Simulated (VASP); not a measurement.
Here is a VASP 6.6.1 calculation.

Contents of INCAR:

```
  PREC = Accurate
  ENCUT = 520
  EDIFF = 1E-6
  ISMEAR = 0
  SIGMA = 0.1
  LREAL = False
  LASPH = True
  NELM = 150
  ALGO = Normal
  ISIF = 2
  LWAVE = False
  LCHARG = True
  ISPIN = 2
  MAGMOM = 0 0 0 0 0 0 1 1 0 0 0 0 0 0
  LORBIT = 11
  LMAXMIX = 4
  GGA = PE
  LELF = True
  LVHAR = True
  NBANDS = 58
```

The input KPOINTS:

```
regular mesh
0
Gamma
  6 6 1
```

The input POSCAR:

```
Li3ScCl3
1.0
    3.6161093633      0.0000000000      0.0000000000
   -1.8080546816      3.1316425715      0.0000000000
    0.0000000000      0.0000000000     25.7508287561
Li Sc Cl
6 2 6
Direct
    0.0000000000      0.0000000000      0.8483692172
    0.0000000000      0.0000000000      0.3483692172
    0.3333333333      0.6666666667      0.9810449441
    0.6666666667      0.3333333333      0.4810449441
    0.3333333333      0.6666666667      0.6115357064
    0.6666666667      0.3333333333      0.1115357064
    0.3333333333      0.6666666667      0.2374893070
    0.6666666667      0.3333333333      0.7374893070
    0.0000000000      0.0000000000      0.6552801678
    0.0000000000      0.0000000000      0.1552801678
    0.3333333333      0.6666666667      0.8927974885
    0.6666666667      0.3333333333      0.3927974885
    0.3333333333      0.6666666667      0.5234831691
    0.6666666667      0.3333333333      0.0234831691
```

Potentials or basis: VASP PAW PBE potentials, release 64 (Li_sv, Sc_sv, Cl).

Command:

```sh
$ cat potpaw_PBE.64/Li_sv/POTCAR potpaw_PBE.64/Sc_sv/POTCAR potpaw_PBE.64/Cl/POTCAR > POTCAR
$ mpirun -np 1 vasp_std > vasp.out
```

Question: Predict the largest force.

Answer: 0.095 eV/Å.

Question: What does it give for the net moment?

Answer: 2.08 μB per cell.

Question: Predict the site moments.

Answer: Li +0.01, +0.00 (each value once); Sc +0.54; Cl +0.00, +0.01 (each value once) μB.

Forces on the atoms (eV/Å):
```
Li   0.000  0.000 -0.002
Li   0.000  0.000 -0.002
Li   0.000  0.000  0.000
Li   0.000  0.000  0.000
Li   0.000  0.000 -0.006
Li   0.000  0.000 -0.006
Sc   0.000  0.000  0.095
Sc   0.000  0.000  0.095
Cl   0.000  0.000 -0.088
Cl   0.000  0.000 -0.088
Cl   0.000  0.000 -0.008
Cl   0.000  0.000 -0.008
Cl   0.000  0.000  0.008
Cl   0.000  0.000  0.008
```

Caveat: a moment this small can come from the mesh or the smearing.
